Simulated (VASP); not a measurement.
Set up this calculation in VASP 6.6.1, as the native input.

```yaml
Task: single point
Functional: r2SCAN
Potentials_or_basis: VASP PAW PBE potentials, release 64 (Be, C)
Cutoff: 660 eV
k_mesh: 8 × 8 × 8
Occupations: gaussian, width 0.01 eV
Spin: no spin polarisation
Dipole_correction: no
Further_INCAR_settings: ALGO = Normal; EDIFF = 1e-06; NBANDS = 11
```

Crystal: Be2C.

```
CELL_PARAMETERS angstrom
0.00000 2.18188 2.18188
2.18188 0.00000 2.18188
2.18188 2.18188 0.00000
ATOMIC_POSITIONS crystal
Be 0.75000 0.75000 0.75000
Be 0.25000 0.25000 0.25000
C 0.00000 0.00000 0.00000
```

This cell differs from its parent crystal: volume changed by +3%.

These files were run (other wordings do the same):

POSCAR

```
Be2C
1.0
    0.0000000000      2.1818779867      2.1818779867
    2.1818779867      0.0000000000      2.1818779867
    2.1818779867      2.1818779867      0.0000000000
Be C
2 1
Direct
    0.7500000000      0.7500000000      0.7500000000
    0.2500000000      0.2500000000      0.2500000000
    0.0000000000      0.0000000000      0.0000000000
```

INCAR.step1

```
SYSTEM = Be2C
PREC     = Accurate       ! precision mode
ENCUT    = 660            ! plane-wave cutoff, eV
ISMEAR   = 0              ! smearing method
SIGMA    = 0.01           ! smearing width, eV
LREAL    = .False.        ! projectors in reciprocal space
LASPH    = .True.         ! aspherical terms in the spheres
NELM     = 120            ! most SCF steps
NBANDS   = 11             ! bands
GGA      = PE             ! functional
ALGO     = Normal         ! electronic algorithm
EDIFF    = 1E-5           ! SCF threshold, eV
LWAVE    = .True.         ! write WAVECAR
LCHARG   = .False.        ! write CHGCAR
GGA_COMPAT= .False.
```

INCAR.step2

```
SYSTEM = Be2C
PREC     = Accurate       ! precision mode
ENCUT    = 660            ! plane-wave cutoff, eV
EDIFF    = 1E-6           ! SCF threshold, eV
ISMEAR   = 0              ! smearing method
SIGMA    = 0.01           ! smearing width, eV
LREAL    = .False.        ! projectors in reciprocal space
LASPH    = .True.         ! aspherical terms in the spheres
NELM     = 120            ! most SCF steps
ALGO     = Normal         ! electronic algorithm
ISIF     = 2              ! what is computed and relaxed
LWAVE    = .False.        ! write WAVECAR
LCHARG   = .False.        ! write CHGCAR
METAGGA  = R2SCAN         ! meta-GGA
LMIXTAU  = .True.       
NBANDS   = 11             ! bands
ISTART   = 1            
GGA_COMPAT= .False.
```

KPOINTS

```
regular mesh
0
Gamma
  8 8 8
  0 0 0
```

Potentials or basis: VASP PAW PBE potentials, release 64 (Be, C).

The run is started by

```console
$ cat potpaw_PBE.64/Be/POTCAR potpaw_PBE.64/C/POTCAR > POTCAR
$ cp INCAR.step1 INCAR
$ mpirun -np 1 vasp_std > vasp.out
$ cp INCAR.step2 INCAR
$ mpirun -np 1 vasp_std > vasp.out
```

Results of the run:

* Pressure: -5.0 GPa
* Band gap on the k mesh: 1.51 eV, indirect (least direct gap 4.57 eV)

Caveat: the PAW data sets were made with another functional, which shifts forces and pressure a little.

Wall time 79 s on 1 thread of Intel Xeon 8259CL, with other jobs on the host, peak memory 0.16 GiB.
